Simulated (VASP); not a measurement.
Set up this calculation in VASP 6.6.1, as the native input.

| Item | Value |
| --- | --- |
| Task | relaxation of shape and atoms at fixed volume |
| Functional | PBE |
| Potentials or basis | VASP PAW PBE potentials, release 64 (Pt, Se) |
| Cutoff | 600 eV |
| k mesh | 12 × 12 × 4 |
| Occupations | gaussian, width 0.02 eV |
| Spin | no spin polarisation |
| Dipole correction | no |
| Further INCAR settings | ALGO = Normal; EDIFF = 1e-06; IBRION = 2; EDIFFG = -0.01; NSW = 50; ISIF = 4 |

The structure of PtSe2 lies in POSCAR:

```
PtSe2
1.0
    3.7888096377      0.0000000000      0.0000000000
   -1.8944048189      3.2812053964      0.0000000000
    0.0000000000      0.0000000000      6.5915057075
Pt Se
1 2
Direct
    0.0000000000      0.0000000000      0.0000000000
    0.3333333333      0.6666666667      0.2001869818
    0.6666666667      0.3333333333      0.7998130182
```

The input as run:

INCAR

```
ALGO = Normal
EDIFF = 1E-6
EDIFFG = -0.01
ENCUT = 600
GGA = PE
IBRION = 2
ISIF = 4
ISMEAR = 0
LASPH = True
LCHARG = False
LREAL = False
LWAVE = False
NELM = 80
NSW = 50
PREC = Accurate
SIGMA = 0.02
```

KPOINTS

```
k-points
0
Gamma
  12 12 4
```

Potentials or basis: VASP PAW PBE potentials, release 64 (Pt, Se).

Command:

```bash
$ cat potpaw_PBE.64/Pt/POTCAR potpaw_PBE.64/Se/POTCAR > POTCAR
$ mpirun -np 1 vasp_std > vasp.out
```

Results of the run:

| Property | Result |
| --- | --- |
| Energy gained by relaxing | 6.3 meV/atom |
| Ionic steps | 6 |
| Pressure after relaxing | 0.0 GPa |
| Band gap on the k mesh | 0.99 eV (least direct gap 1.13 eV) |

Caveat: spin-orbit coupling is left out, which moves the levels of the heavy elements; this functional lacks dispersion, which binds layers or chains, so the pressure and a relaxed spacing across them are unreliable.

Wall time 9.4 min on 1 thread of Intel Xeon 8259CL (shared host), peak memory 0.3 GiB.
